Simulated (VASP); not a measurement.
Wanted: the native input for a VASP 6.6.1 run.

```
Task                   : single point
Functional             : PBEsol
Potentials or basis    : VASP PAW PBE potentials, release 64 (Sn_d)
Cutoff                 : 520 eV
k mesh                 : 6 × 6 × 6
Occupations            : fermi-dirac, width 0.02 eV
Spin                   : no spin polarisation
Dipole correction      : no
Further INCAR settings : ALGO = Normal; EDIFF = 1e-06; NBANDS = 21
```

The structure of Sn lies in POSCAR:

```
Sn
1.0
    0.0000000000      3.2711097797      3.2711097797
    3.2711097797      0.0000000000      3.2711097797
    3.2711097797      3.2711097797      0.0000000000
Sn
2
Direct
    0.0000000000      0.0000000000      0.0000000000
    0.2500000000      0.2500000000      0.2500000000
```

These files were run (other wordings do the same):

INCAR

```
ALGO     = Normal         # electronic algorithm
EDIFF    = 1E-6           # SCF threshold, eV
ENCUT    = 520            # plane-wave cutoff, eV
GGA      = PS             # functional
ISIF     = 2              # what is computed and relaxed
ISMEAR   = -1             # smearing method
LASPH    = T              # aspherical terms in the spheres
LCHARG   = T              # write CHGCAR
LELF     = T              # ELF
LREAL    = F              # projectors in reciprocal space
LVHAR    = T            
LWAVE    = F              # write WAVECAR
NBANDS   = 21             # bands
NELM     = 100            # most SCF steps
PREC     = Accurate       # precision mode
SIGMA    = 0.02           # smearing width, eV
```

KPOINTS

```
k-points
0
Gamma
  6 6 6
```

Potentials or basis: VASP PAW PBE potentials, release 64 (Sn_d).

Run with:

```sh
$ cat potpaw_PBE.64/Sn_d/POTCAR > POTCAR
$ mpirun -np 1 vasp_std > vasp.out
```

Results of the run:

The pressure is -0.1 GPa. The band gap on the k mesh is zero (band 14 reaches 5.33 eV, above the bottom of band 15 at 5.13 eV).

Caveat: the PAW data sets were made with another functional, which shifts forces and pressure a little; spin-orbit coupling is left out, which moves the levels of the heavy elements.

Wall time 33 s on 1 thread of AMD EPYC 7R13 (shared host), peak memory 0.17 GiB.
